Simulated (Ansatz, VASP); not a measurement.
Zr in VASP and in Ansatz

The input INCAR:

```
  PREC = Accurate
  ENCUT = 600
  EDIFF = 1E-6
  ISMEAR = -1
  SIGMA = 0.1
  LREAL = F
  LASPH = T
  NELM = 60
  ALGO = Normal
  ISIF = 3
  LWAVE = F
  LCHARG = F
  GGA = CA
  IBRION = 2
  NSW = 60
  EDIFFG = -0.005
```

File KPOINTS:

```
regular mesh
0
Gamma
  18 18 10
```

Contents of POSCAR:

```
Zr
1.0
    3.1432143070      0.0000000000      0.0000000000
   -1.5716071535      2.7221034394      0.0000000000
    0.0000000000      0.0000000000      5.0920071773
Zr
2
Direct
    0.3333333333      0.6666666667      0.2500000000
    0.6666666667      0.3333333333      0.7500000000
```

Input for Ansatz:

```yaml
crystal:
  lattice:
    - [3.143214307, 0.0, 0.0]
    - [-1.5716071535, 2.7221034394, 0.0]
    - [0.0, 0.0, 5.0920071773]
  atoms:
    - { symbol: Zr, position: [0.3333333333, 0.6666666667, 0.25] }
    - { symbol: Zr, position: [0.6666666667, 0.3333333333, 0.75] }
kpoints:
  mp_grid: { grid: [18, 18, 10] }
scf:
  occupations: { method: fermi_dirac, width: 0.1 }
hamiltonian:
  xc: lda
  pseudopotentials: { kind: paw }
output:
  forces: true
  stress: true
  write_density: true
  write_potential: true
  elf: true
  volumetric_format: npy
relax:
  f_tol: 0.005
  max_steps: 40
  cell: {}
```

Alike in both runs: task relaxation of cell and atoms; functional LDA; k mesh 18 × 18 × 10; occupations fermi-dirac, width 0.1 eV; no spin polarisation.

```csv
,VASP,Ansatz
version,VASP 6.6.1,Ansatz 0.2.0
potentials or method,"VASP PAW LDA potentials, release 64 (Zr_sv)","PAW with Ansatz's default frozen-core files, scalar-relativistic"
plane-wave cutoff (eV),600,420
valence electrons in the cell,24,24
```

|  | VASP | Ansatz | Ansatz less VASP |
| --- | --- | --- | --- |
| relaxed volume (Å³/atom) | 21.81 | 21.78 | -0.029 |
| relaxed cell length with the largest relative difference (Å) | 5.095 | 5.092 | -0.0029 |

LDA's correlation is that of Perdew and Zunger in VASP and of Perdew and Wang (1992) in Ansatz.
